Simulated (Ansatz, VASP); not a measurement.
# One calculation of Ga, two programs

```xyz
1
Lattice="-1.4040 1.4040 2.2736 1.4040 -1.4040 2.2736 1.4040 1.4040 -2.2736" Properties=species:S:1:pos:R:3 pbc="T T T"
Ga    0.0000    0.0000    0.0000
```

Change from the starting cell: zz strain of +2 %, crystal datasets.

Alike in both runs: task electric field gradients; functional PBEsol; k mesh 16 × 16 × 16; occupations fermi-dirac, width 0.03 eV; no spin polarisation.

|  | VASP | Ansatz |
| --- | --- | --- |
| version | VASP 6.6.1 | Ansatz 0.2.0 |
| potentials or method | VASP PAW PBE potentials, release 64 (Ga_d), cutoff 520 eV | all-electron PAW with datasets made for the crystal, scalar-relativistic |

VASP gave:

```
pressure (GPa)                                                : -0.4
traceless stress, the component that is largest in VASP (GPa) : -1.47
size of Vzz on the site where it differs most (V/Å²)          : 25.2
```

Question: Estimate Ansatz's values.

Answer: Pressure (GPa): -0.5; traceless stress, the component that is largest in VASP (GPa): -1.46; size of Vzz on the site where it differs most (V/Å²): 26.7.

VASP's potentials were made for PBE, not for PBEsol. Ansatz ran all-electron here, and VASP with PAW potentials.
